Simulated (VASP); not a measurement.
Write the native input for VASP 6.6.1 that does the following.

| Quantity | Value |
| --- | --- |
| Task | single point |
| Functional | LDA |
| Potentials or basis | VASP PAW LDA potentials, release 64 (B, P) |
| Cutoff | 500 eV |
| k mesh | 15 × 15 × 15 |
| Occupations | fermi-dirac, width 0.08 eV |
| Spin | no spin polarisation |
| Dipole correction | no |
| Further INCAR settings | ALGO = Normal; EDIFF = 1e-06; NBANDS = 11 |

The structure of BP (zincblende type) lies in POSCAR:

```
BP
1.0
    0.0000000000      2.1992112606      2.1992112606
    2.1992112606      0.0000000000      2.1992112606
    2.1992112606      2.1992112606      0.0000000000
B P
1 1
Direct
    0.0000000000      0.0000000000      0.0000000000
    0.2500000000      0.2500000000      0.2500000000
```

This cell differs from its parent crystal: volume scaled by 0.94.

One way to write it, as run:

INCAR

```
PREC = Accurate ; ENCUT = 500
EDIFF = 1E-6 ; ISMEAR = -1
SIGMA = 0.08 ; LREAL = False
LASPH = True ; NELM = 120
ALGO = Normal ; ISIF = 2
LWAVE = False ; LCHARG = True
GGA = CA ; LELF = True
LVHAR = True ; NBANDS = 11
GGA_COMPAT = False
```

KPOINTS

```
regular mesh
0
Gamma
  15 15 15
```

Potentials or basis: VASP PAW LDA potentials, release 64 (B, P).

Run with:

```console
$ cat potpaw_LDA.64/B/POTCAR potpaw_LDA.64/P/POTCAR > POTCAR
$ mpirun -np 1 vasp_std > vasp.out
```

It gave:

```json
{
  "Pressure": "12.1 GPa",
  "Band gap on the k mesh": "1.08 eV, indirect (least direct gap 3.54 eV)"
}
```

It took 15 s on 1 thread of AMD EPYC 9R45 (Zen 5) (shared host), peak memory 0.11 GiB.
